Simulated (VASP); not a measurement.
In7GaP8 (a cell with a defect): relaxation of the atoms with PBE

System: In7GaP8 (a cell with a defect).

```
Ga In P
1.0
     0.00000    5.95979   -5.95979
     5.95979    5.95979    0.00000
     5.95979    0.00000   -5.95979
Ga In P
1 7 8
Cartesian
  2.9799 5.9598 -2.9799
  0.0000 2.9799 -2.9799
  2.9799 8.9397 -5.9598
  0.0000 5.9598 -5.9598
  5.9598 5.9598 -5.9598
  2.9799 2.9799 -5.9598
  5.9598 8.9397 -8.9397
  2.9799 5.9598 -8.9397
  4.4698 4.4698 -4.4698
  7.4497 7.4497 -4.4698
  4.4698 7.4497 -7.4497
  7.4497 10.4296 -7.4497
  7.4497 4.4698 -7.4497
  10.4296 7.4497 -7.4497
  7.4497 7.4497 -10.4296
  10.4296 10.4296 -10.4296
```

| Item | Value |
| --- | --- |
| Program | VASP 6.6.1 |
| Task | relaxation of the atoms |
| Functional | PBE |
| Potentials or basis | VASP PAW PBE potentials, release 64 (Ga_d, In_d, P) |
| Cutoff | 520 eV |
| k mesh | 3 × 3 × 3 |
| Occupations | gaussian, width 0.02 eV |
| Spin | no spin polarisation |
| Dipole correction | no |
| Further INCAR settings | LREAL = Auto; ALGO = Normal; EDIFF = 1e-07; IBRION = 2; EDIFFG = -0.025; NSW = 65 |

```
Energy gained by relaxing    : 12.1 meV/atom
Ionic steps                  : 6
Pressure after relaxing      : -1.7 GPa
Largest force after relaxing : 0.012 eV/Å
Band gap on the k mesh       : 0.30 eV
```

Forces on the atoms (eV/Å):
```
Ga   0.000  0.000  0.000
In   0.000  0.000  0.006
In  -0.006  0.000  0.000
In   0.000  0.006  0.000
In   0.000 -0.006  0.000
In   0.006  0.000  0.000
In   0.000  0.000 -0.006
In   0.000  0.000  0.000
P   -0.007  0.007  0.007
P    0.002 -0.002  0.002
P   -0.002 -0.002 -0.002
P    0.002  0.002 -0.002
P    0.007  0.007 -0.007
P   -0.007 -0.007 -0.007
P    0.007 -0.007  0.007
P   -0.002  0.002  0.002
```

The path:
| step | energy change (eV) | largest force (eV/Å) | pressure (GPa) |
| --- | --- | --- | --- |
| 1 | 0.0000 | 0.8824 | -1.35 |
| 2 | -0.1234 | 0.5460 | -1.56 |
| 3 | -0.1904 | 0.0896 | -1.66 |
| 4 | -0.1912 | 0.1023 | -1.67 |
| 5 | -0.1912 | 0.0983 | -1.67 |
| 6 | -0.1935 | 0.0120 | -1.69 |

Final structure:
```
CELL_PARAMETERS angstrom
0.00000 5.95979 -5.95979
5.95979 5.95979 0.00000
5.95979 0.00000 -5.95979
ATOMIC_POSITIONS crystal
Ga 0.50000 0.50000 0.00000
In 0.50015 0.99985 0.00015
In 0.99985 0.50015 0.00015
In 0.99985 0.99985 0.00015
In 0.50015 0.50015 0.49985
In 0.50015 0.99985 0.49985
In 0.99985 0.50015 0.49985
In 0.00000 0.00000 0.50000
P 0.38003 0.38003 0.35991
P 0.37473 0.87509 0.37509
P 0.87509 0.37473 0.37509
P 0.87509 0.87509 0.37509
P 0.38003 0.38003 0.88003
P 0.38003 0.85991 0.88003
P 0.85991 0.38003 0.88003
P 0.87509 0.87509 0.87473
```

Levels at points of the mesh, in eV from the valence-band top:
| k point | band 69 | band 70 | band 71 | band 72 | band 73 | band 74 | band 75 | band 76 |
| --- | --- | --- | --- | --- | --- | --- | --- | --- |
| (0.00, 0.00, 0.00) | -0.79 | 0.00 | 0.00 | 0.00 | 0.30 | 1.18 | 1.36 | 1.36 |

Run time: 10 min on 4 MPI ranks on Oxide Virtual Turin-like Processor, on a shared host, peak memory 0.72 GiB a rank.

Caveat: semilocal functionals underestimate gaps, and a narrow one can read as zero; spin-orbit coupling is left out, which moves the levels of the heavy elements.
